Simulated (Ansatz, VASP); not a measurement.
## Two plane-wave programs on Ta2SiO3

```
Ta Si O
1.0
     5.03019    0.00000    0.00000
    -2.51509    4.35627    0.00000
     0.00000    0.00000    3.21795
Ta Si O
2 1 3
Direct
  0.33333 0.66667 0.50000
  0.66667 0.33333 0.50000
  0.00000 0.00000 0.00000
  0.59366 0.00000 0.00000
  0.00000 0.59366 0.00000
  0.40634 0.40634 0.00000
```

Alike in both runs: functional PBE; k mesh 6 × 6 × 4; occupations gaussian, width 0.1 eV; no spin polarisation.

Ansatz relaxed the structure, and its values are those at the end. VASP's run is a single point on that final structure, the one shown.

```csv
,VASP,Ansatz
version,VASP 6.6.1,Ansatz 0.2.0
potentials or method,"VASP PAW PBE potentials, release 64 (Ta_sv_GW, Si, O), cutoff 600 eV","scalar-relativistic, plane waves, PAW"
valence electrons in the cell,48,48
```

Ansatz gave:

| Item | Value |
| --- | --- |
| gap on the k mesh at the Fermi level (eV) | 0.68 |
| least direct gap on the mesh (eV) | 0.68 |
| pressure (GPa) | 0.0 |

Estimate VASP's values.

gap on the k mesh at the Fermi level (eV): 0.68; least direct gap on the mesh (eV): 0.68; pressure (GPa): -0.1.

The k mesh is coarse, so the values compare programs but aren't converged. Neither program's run includes spin-orbit coupling.
